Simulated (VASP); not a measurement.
# W (Im-3m) in VASP: further runs

W is run at these levels: revPBE; tasks: single point.

Everything below comes from runs of VASP 6.6.1. Logs are shortened: lines on timing, memory, paths and dates and some standing lists are left out, and cuts for length are marked.

## (1) The cell of the first run

The structure is cubic, space group Im-3m (No. 229). The conventional cell has a = 3.194 Å, b = 3.194 Å, c = 3.194 Å, α = 90.00°, β = 90.00°, γ = 90.00°. W (site symmetry m-3m) has 14 W at 2.77 to 3.19 Å within 3.6 Å.

## (2) Single point, revPBE

INCAR reads:

```
SYSTEM = W
ALGO = Normal
EDIFF = 1E-7
ENCUT = 520
GGA = RE
ISIF = 2
ISMEAR = -1
LASPH = .True.
LCHARG = .False.
LREAL = .False.
LWAVE = .False.
NBANDS = 13
NELM = 80
PREC = Accurate
SIGMA = 0.1
```

KPOINTS reads:

```
k-points
0
Gamma
  23 23 23
  0 0 0
```

POSCAR reads:

```
W
1.0
   -1.5969614455      1.5969614455      1.5969614455
    1.5969614455     -1.5969614455      1.5969614455
    1.5969614455      1.5969614455     -1.5969614455
W
1
Direct
    0.0000000000      0.0000000000      0.0000000000
```

Potentials or basis: VASP PAW PBE potentials, release 64 (W_sv).

On the command line:

```sh
> cat potpaw_PBE.64/W_sv/POTCAR > POTCAR
> mpirun -np 1 vasp_std > vasp.out
```

OUTCAR:

```text
SYSTEM = W
   EDIFF = 1E-7
   ENCUT = 520
   GGA = RE
   ISIF = 2
   ISMEAR = -1
   LASPH = .True.
   LREAL = .False.
   NELM = 80
   PREC = Accurate

 ion  position               nearest neighbor table
   1  0.000  0.000  0.000-

  LATTYP: Found a body centered cubic cell.
 ALAT       =     3.1939228910

  Lattice vectors:

 A1 = (  -1.5969614455,   1.5969614455,   1.5969614455)
 A2 = (   1.5969614455,  -1.5969614455,   1.5969614455)
 A3 = (   1.5969614455,   1.5969614455,  -1.5969614455)

Analysis of symmetry for initial positions (statically):
=====================================================================
 Subroutine PRICEL returns:
 Original cell was already a primitive cell.

 Routine SETGRP: Setting up the symmetry group for a
 body centered cubic supercell.

 Subroutine GETGRP returns: Found 48 space group operations
 (whereof 48 operations were pure point group operations)
 out of a pool of 48 trial point group operations.

The static configuration has the point symmetry O_h .

Analysis of symmetry for dynamics (positions and initial velocities):
=====================================================================
 Subroutine PRICEL returns:
 Original cell was already a primitive cell.

 Routine SETGRP: Setting up the symmetry group for a
 body centered cubic supercell.

 Subroutine GETGRP returns: Found 48 space group operations
 (whereof 48 operations were pure point group operations)
 out of a pool of 48 trial point group operations.

The dynamic configuration has the point symmetry O_h .

 Subroutine INISYM returns: Found 48 space group operations
 (whereof 48 operations are pure point group operations),
 and found     1 'primitive' translations

----------------------------------------------------------------------------------------

                                     Primitive cell

  volume of cell :      16.2908

  direct lattice vectors                    reciprocal lattice vectors
    -1.596961446  1.596961446  1.596961446     0.000000000  0.313094597  0.313094597
     1.596961446 -1.596961446  1.596961446     0.313094597  0.000000000  0.313094597
     1.596961446  1.596961446 -1.596961446     0.313094597  0.313094597  0.000000000

  length of vectors
     2.766018361  2.766018361  2.766018361     0.442782625  0.442782625  0.442782625

  position of ions in fractional coordinates (direct lattice)
     0.000000000  0.000000000  0.000000000

  ion indices of the primitive-cell ions
   primitive index   ion index
                 1           1

----------------------------------------------------------------------------------------

 KPOINTS: k-points

Automatic generation of k-mesh.
 Grid dimensions read from file:
 generate k-points for:   23   23   23

 Generating k-lattice:

  Cartesian coordinates                     Fractional coordinates (reciprocal lattice)
     0.000000000  0.013612809  0.013612809     0.043478261  0.000000000  0.000000000
     0.013612809  0.000000000  0.013612809     0.000000000  0.043478261  0.000000000
     0.013612809  0.013612809  0.000000000     0.000000000  0.000000000  0.043478261

  Length of vectors
     0.019251418  0.019251418  0.019251418

  Shift w.r.t. Gamma in fractional coordinates (k-lattice)
     0.000000000  0.000000000  0.000000000

 Subroutine IBZKPT returns following result:
 ===========================================

 Found    364 irreducible k-points:

 Following reciprocal coordinates:
            Coordinates               Weight
  0.000000  0.000000  0.000000      1.000000
  0.043478  0.000000  0.000000     12.000000
  0.086957  0.000000  0.000000     12.000000
  0.130435  0.000000  0.000000     12.000000
  0.173913  0.000000  0.000000     12.000000
  0.217391  0.000000  0.000000     12.000000
[... 16 lines left out ...]
  0.478261  0.043478  0.000000     24.000000
  0.086957  0.086957  0.000000     24.000000
 [... further k-points ...]
   k-points           NKPTS =    364   k-points in BZ     NKDIM =    364   number of bands    NBANDS=     13
   number of dos      NEDOS =    301   number of ions     NIONS =      1
   total plane-waves  NPLWV =  13824
   dimension x,y,z NGX =    24 NGY =   24 NGZ =   24
   dimension x,y,z NGXF=    48 NGYF=   48 NGZF=   48
   ions per type =               1
   NGX,Y,Z   is equivalent  to a cutoff of  14.42, 14.42, 14.42 a.u.
   NGXF,Y,Z  is equivalent  to a cutoff of  28.85, 28.85, 28.85 a.u.
 SYSTEM =  W
   PREC   = accura    normal or accurate (medium, high low for compatibility)
   ISTART =      0    job   : 0-new  1-cont  2-samecut
   ICHARG =      2    charge: 1-file 2-atom 10-const
   ISPIN  =      1    spin polarized calculation?
   LNONCOLLINEAR =      F non collinear calculations
   LSORBIT =      F    spin-orbit coupling
   LASPH  =      T    aspherical Exc in radial PAW
   ENCUT  =  520.0 eV  38.22 Ry    6.18 a.u.   5.14  5.14  5.14*2*pi/ulx,y,z
   NELM   =     80;   NELMIN=  2; NELMDL= -5     # of ELM steps
   EDIFF  = 0.1E-06   stopping-criterion for ELM
   LREAL  =      F    real-space projection
   EDIFFG = 0.1E-05   stopping-criterion for IOM
   NSW    =      0    number of steps for IOM
   IBRION =     -1    ionic relax: 0-MD 1-quasi-New 2-CG
   NFREE  =      0    steps in history (QN), initial steepest desc. (CG)
   ISIF   =      2    stress and relaxation
   ISYM   =      2    0-nonsym 1-usesym 2-fastsym
   POTIM  = 0.5000    time-step for ionic-motion
   TEBEG  =    0.0;   TEEND  =   0.0 temperature during run
   PSTRESS=    0.0 pullay stress
   NELECT =      14.0000    total number of electrons
   NUPDOWN=      -1.0000    fix difference up-down
   EMIN   =  10.00;   EMAX   =-10.00  energy-range for DOS
   EFERMI =   0.00;   METHOD = LEGACY
   ISMEAR =    -1;   SIGMA  =   0.10  broadening in eV -4-tet -1-fermi 0-gaus
   EFERMI_NEDOS =   21; number of points for ismear=-14 and -15
   IALGO  =     38    algorithm
   IMIX   =      4    mixing-type and parameters
     AMIX     =   0.40;   BMIX     =  1.00
     AMIX_MAG =   1.60;   BMIX_MAG =  1.00
  volume/ion in A,a.u.               =      16.29       109.94
  Fermi-wavevector in a.u.,A,eV,Ry     =   1.556454  2.941272 32.960800  2.422550
  Thomas-Fermi vector in A             =   2.660248
   LORBIT       =      0    0 simple, 1 ext, 2 COOP (PROOUT), +10 PAW based schemes
   GGA     = RE    functional components
   LHFCALC =     F    Hartree Fock is set to
   AEXX    =    0.0000 exact exchange contribution
   IVDW    =     0    specifies the selected vdW correction
   LEPSILON=     F    determine dielectric tensor
   LRPA    =     F    only Hartree local field effects (RPA)
 non-spin polarized calculation
  energy-cutoff  :      520.00
  volume of cell :       16.29
 maximum number of plane-waves:       458
 NGX is ok and might be reduce to    24
   NGX = 11   NGY = 11   NGZ = 11

 number of electron      14.0000002 magnetization

 Free energy of the ion-electron system (eV)
  ---------------------------------------------------
  ext. energy  EPLUGINS =         0.00000000
  ---------------------------------------------------
  free energy    TOTEN  =       -12.52243677 eV

  energy without entropy =      -12.50828543  energy(sigma->0) =      -12.51536110

 E-fermi :  11.1022     XC(G=0): -13.4483

 val. band max:       11.0753042413   @ k =  -0.1739   0.1739   0.1304
 cond. band min:      11.1069671215   @ k =   0.4348   0.0000   0.0000
 fundamental gap:      0.0316628801
 Fermi energy:        11.1022167406

 k-point     1 :       0.0000    0.0000    0.0000
  band No.  band energies     occupation
      1     -63.1272      2.00000
      2     -26.7257      2.00000
      3     -26.7257      2.00000
      4     -26.7257      2.00000
      5       1.6272      2.00000
      6       9.9338      1.99998
      7       9.9338      1.99998
      8       9.9338      1.99998
      9      13.3253      0.00000
     10      13.3253      0.00000
     11      25.5444      0.00000
     12      25.5444      0.00000
     13      25.5444      0.00000

 k-point     2 :       0.0435    0.0000    0.0000
  band No.  band energies     occupation
      1     -63.1251      2.00000
      2     -26.7492      2.00000
      3     -26.7331      2.00000
      4     -26.7258      2.00000
      5       1.7162      2.00000
      6       9.8794      1.99999
      7       9.9223      1.99998
      8      10.0190      1.99996
      9      13.2361      0.00000
     10      13.3257      0.00000
     11      25.6211      0.00000
     12      25.6962      0.00000
     13      25.7626      0.00000

 k-point     3 :       0.0870    0.0000    0.0000
  band No.  band energies     occupation
      1     -63.1187      2.00000
      2     -26.8174      2.00000
      3     -26.7545      2.00000
      4     -26.7261      2.00000
      5       1.9776      2.00000
      6       9.7244      2.00000
      7       9.8775      1.99999
      8      10.2732      1.99950
      9      13.0168      0.00000
     10      13.3295      0.00000
     11      25.8285      0.00000
     12      26.1429      0.00000
     13      26.3560      0.00000
[... 305 lines left out ...]
 k-point    23 :       0.4783    0.0435    0.0000
  band No.  band energies     occupation
      1     -63.0082      2.00000
      2     -27.8921      2.00000
      3     -27.1159      2.00000
      4     -26.7407      2.00000
      5       5.0805      2.00000
      6       7.6942      2.00000
      7      11.5039      0.03540
      8      13.1697      0.00000
      9      14.2480      0.00000
     10      17.1205      0.00000
     11      21.6733      0.00000
     12      22.6446      0.00000
     13      27.4931      0.00000

 k-point    24 :       0.0870    0.0870    0.0000
  band No.  band energies     occupation
      1     -63.1028      2.00000
      2     -26.9848      2.00000
      3     -26.7861      2.00000
      4     -26.7482      2.00000
      5       2.6356      2.00000
      6       9.4530      2.00000
      7       9.5725      2.00000
      8      10.9948      1.49073
      9      12.5946      0.00000
     10      13.4411      0.00000
     11      26.3261      0.00000
     12      27.1476      0.00000
     13      27.4747      0.00000

 [... further k-points ...]

------------------------ aborting loop because EDIFF is reached ----------------------------------------

  FORCE on cell =-STRESS in cart. coord.  units (eV):
  Direction    XX          YY          ZZ          XY          YZ          ZX
  --------------------------------------------------------------------------------------
  -------------------------------------------------------------------------------------
  Total        0.0204186      0.0204186      0.0204186      0.0000000      0.0000000      0.0000000
  in kB        2.0081399      2.0081399      2.0081399      0.0000000      0.0000000      0.0000000
  external PRESSURE =       2.0081399 kB  Pullay stress =       0.0000000 kB

 VOLUME and BASIS-vectors are now :
 -----------------------------------------------------------------------------
  energy-cutoff  :      520.00
  volume of cell :       16.29
      direct lattice vectors                 reciprocal lattice vectors
    -1.596961446  1.596961446  1.596961446     0.000000000  0.313094597  0.313094597
     1.596961446 -1.596961446  1.596961446     0.313094597  0.000000000  0.313094597
     1.596961446  1.596961446 -1.596961446     0.313094597  0.313094597  0.000000000

 POSITION                                       TOTAL-FORCE (eV/Angst)
 -----------------------------------------------------------------------------------
      0.00000      0.00000      0.00000         0.000000     -0.000000      0.000000
 -----------------------------------------------------------------------------------
    total drift:                               -0.000000     -0.000000     -0.000000

  FREE ENERGIE OF THE ION-ELECTRON SYSTEM (eV)
  ---------------------------------------------------
  free  energy   TOTEN  =       -12.5224367708 eV

  energy  without entropy=      -12.5082854262  energy(sigma->0) =      -12.51536110
```

It took 2.4 min on 1 thread of AMD EPYC 7R13, shared host; peak memory 0.17 GiB.

What came out:

* Free energy: -12.5224 eV
* Pressure: 0.2 GPa
* Band gap on the k mesh: zero (band 7 reaches 15.85 eV, above the bottom of band 8 at 9.93 eV)

Caveat: the PAW data sets were made with another functional, which shifts forces and pressure a little; spin-orbit coupling is left out, which moves the levels of the heavy elements.

## (3) Single point, revPBE

INCAR reads:

```
  ALGO = Normal
  EDIFF = 1E-6
  ENCUT = 520
  GGA = RE
  ISIF = 2
  ISMEAR = -1
  LASPH = True
  LCHARG = True
  LELF = True
  LREAL = False
  LVHAR = True
  LWAVE = False
  NBANDS = 13
  NELM = 100
  PREC = Accurate
  SIGMA = 0.1
```

KPOINTS reads:

```
k-points
0
Gamma
  23 23 23
```

POSCAR is that of step 2.

Potentials or basis: VASP PAW PBE potentials, release 64 (W_sv).

On the command line:

```sh
> cat potpaw_PBE.64/W_sv/POTCAR > POTCAR
> mpirun -np 1 vasp_std > vasp.out
```

Wall time 2.1 min (1 thread of AMD EPYC 7R13, shared host); peak memory 0.17 GiB.

Results (log left out):

```
Free energy            : -12.5224 eV
Pressure               : 0.2 GPa
Band gap on the k mesh : zero (band 7 reaches 15.85 eV, above the bottom of band 8 at 9.93 eV)
```

Levels at points of the mesh, in eV from the Fermi level:
```csv
k point,band 3,band 4,band 5,band 6,band 7,band 8,band 9,band 10,band 11,band 12
"(0.00, 0.00, 0.00)",-37.83,-37.83,-9.47,-1.17,-1.17,-1.17,2.22,2.22,14.44,14.44
```

Caveat: the PAW data sets were made with another functional, which shifts forces and pressure a little; spin-orbit coupling is left out, which moves the levels of the heavy elements.

## (4) Single point, revPBE (volume scaled by 1.04)

INCAR reads:

```
SYSTEM = W
ALGO = Normal
EDIFF = 1E-6
ENCUT = 520
GGA = RE
ISIF = 2
ISMEAR = -1
LASPH = .TRUE.
LCHARG = .FALSE.
LREAL = .FALSE.
LWAVE = .FALSE.
NBANDS = 13
NELM = 100
PREC = Accurate
SIGMA = 0.1
```

KPOINTS reads:

```
k-points
0
G
  23 23 23
  0 0 0
```

POSCAR reads:

```
W
1.0
   -1.6179765060      1.6179765060      1.6179765060
    1.6179765060     -1.6179765060      1.6179765060
    1.6179765060      1.6179765060     -1.6179765060
W
1
Direct
    0.0000000000      0.0000000000      0.0000000000
```

On the command line:

```sh
> cat potpaw_PBE.64/W_sv/POTCAR > POTCAR
> mpirun -np 1 vasp_std > vasp.out
```

Wall time 2 min (1 thread of AMD EPYC 7R13, shared host); peak memory 0.17 GiB.

The run converged. Its results:

- Free energy: -12.5010 eV
- Pressure: -10.6 GPa
- Band gap on the k mesh: zero (band 7 reaches 15.05 eV, above the bottom of band 8 at 9.45 eV)

Levels at points of the mesh, in eV from the Fermi level:
```tsv
k point	band 5	band 6	band 7	band 8	band 9	band 10
(0.00, 0.00, 0.00)	-9.25	-1.10	-1.10	-1.10	2.14	2.14
```

Caveat: the PAW data sets were made with another functional, which shifts forces and pressure a little; spin-orbit coupling is left out, which moves the levels of the heavy elements.

## (5) Single point, revPBE (volume scaled by 1.08)

INCAR reads:

```
PREC = Accurate
ENCUT = 520
EDIFF = 1E-7
ISMEAR = -1
SIGMA = 0.1
LREAL = False
LASPH = True
NELM = 100
ALGO = Normal
ISIF = 2
LWAVE = False
LCHARG = True
GGA = RE
LELF = True
LVHAR = True
NBANDS = 13
```

KPOINTS reads:

```
regular mesh
0
Gamma
  23 23 23
```

POSCAR reads:

```
W
1.0
   -1.6384593957      1.6384593957      1.6384593957
    1.6384593957     -1.6384593957      1.6384593957
    1.6384593957      1.6384593957     -1.6384593957
W
1
Direct
    0.0000000000      0.0000000000      0.0000000000
```

On the command line:

```sh
> cat potpaw_PBE.64/W_sv/POTCAR > POTCAR
> mpirun -np 1 vasp_std > vasp.out
```

Run time: 3.1 min. Hardware: 1 thread of AMD EPYC 7R13, shared host; peak memory 0.17 GiB.

It converged, with:

```yaml
Free_energy: -12.4400 eV
Pressure: -19.3 GPa
Band_gap_on_the_k_mesh: zero (band 7 reaches 14.30 eV, above the bottom of band 8 at 8.99 eV)
```

Levels at points of the mesh, in eV from the Fermi level:
```
           k point  band 4  band 5  band 6  band 7  band 8  band 9  band 10  band 11
(0.00, 0.00, 0.00)  -38.02   -9.03   -1.04   -1.04   -1.04    2.05     2.05    14.27
```

Caveat: the PAW data sets were made with another functional, which shifts forces and pressure a little; spin-orbit coupling is left out, which moves the levels of the heavy elements.

## (6) Single point, revPBE (volume scaled by 1.12)

INCAR reads:

```
SYSTEM = W
PREC = Accurate
ENCUT = 520
EDIFF = 1E-7
ISMEAR = -1
SIGMA = 0.1
LREAL = .FALSE.
LASPH = .TRUE.
NELM = 100
ALGO = Normal
ISIF = 2
LWAVE = .FALSE.
LCHARG = .TRUE.
GGA = RE
LELF = .TRUE.
LVHAR = .TRUE.
NBANDS = 13
```

KPOINTS reads:

```
Automatic mesh
0
G
  23 23 23
  0 0 0
```

POSCAR reads:

```
W
1.0
   -1.6584425773      1.6584425773      1.6584425773
    1.6584425773     -1.6584425773      1.6584425773
    1.6584425773      1.6584425773     -1.6584425773
W
1
Direct
    0.0000000000      0.0000000000      0.0000000000
```

Potentials or basis: VASP PAW PBE potentials, release 64 (W_sv).

On the command line:

```sh
> cat potpaw_PBE.64/W_sv/POTCAR > POTCAR
> mpirun -np 1 vasp_std > vasp.out
```

Run time: 2.9 min. Hardware: 1 thread of AMD EPYC 7R13, shared host; peak memory 0.18 GiB.

Results (log left out):

- Free energy: -12.3471 eV
- Pressure: -26.3 GPa
- Band gap on the k mesh: zero (band 7 reaches 13.61 eV, above the bottom of band 8 at 8.56 eV)

Levels at points of the mesh, in eV from the Fermi level:
```tsv
k point	band 3	band 4	band 5	band 6	band 7	band 8	band 9	band 10	band 11	band 12
(0.00, 0.00, 0.00)	-38.11	-38.11	-8.81	-0.99	-0.99	-0.99	1.97	1.97	14.18	14.18
```

Caveat: the PAW data sets were made with another functional, which shifts forces and pressure a little; spin-orbit coupling is left out, which moves the levels of the heavy elements.

## (7) The runs side by side

```tsv
cell	gap on the mesh (eV)	pressure (GPa)
a = 2.766 Å, angles 109.5°, 1 atom	none	0.2
a = 2.802 Å, angles 109.5°, 1 atom	none	-10.6
a = 2.838 Å, angles 109.5°, 1 atom	none	-19.3
a = 2.873 Å, angles 109.5°, 1 atom	none	-26.3
```

Alike in all rows: task single point; level revPBE; potentials or basis VASP PAW PBE potentials, release 64 (W_sv); no spin polarisation; k mesh 23 × 23 × 23; cutoff (eV) 520; smearing fermi-dirac 0.1 eV.

Caveats: the PAW data sets were made with another functional, which shifts forces and pressure a little; spin-orbit coupling is left out, which moves the levels of the heavy elements.

Total energies depend on the potentials used, so only differences within one code and one set of settings carry meaning.
